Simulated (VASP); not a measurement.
Ir:

```
CELL_PARAMETERS angstrom
2.82352 0.00000 0.00000
-1.41176 2.44524 0.00000
0.00000 0.00000 4.57780
ATOMIC_POSITIONS crystal
Ir 0.66667 0.33333 0.75000
Ir 0.33333 0.66667 0.25000
```

Base run:

- Program: VASP 6.6.1
- Functional: PBEsol
- Potentials or basis: VASP PAW PBE potentials, release 64 (Ir)
- Cutoff: 520 eV
- k mesh: 21 × 21 × 12
- Occupations: gaussian, width 0.15 eV
- Spin: collinear spin, ferromagnetic start
- Starting moments: [0.8, 0.8] μB
- Fixed moment: 1.6 μB

Its results: pressure -27.8 GPa; site moments Ir +0.78 μB.

The run is repeated on the same cell with these changes: fixed moment from 1.6 μB to 1.2 μB; moments at the start from [0.8, 0.8] to [0.6, 0.6]. What comes out?

Pressure -29.7 GPa; site moments Ir +0.59 μB.

Caveats: the PAW data sets were made with another functional, which shifts forces and pressure a little; the total moment is fixed, so each spin has its own Fermi level.
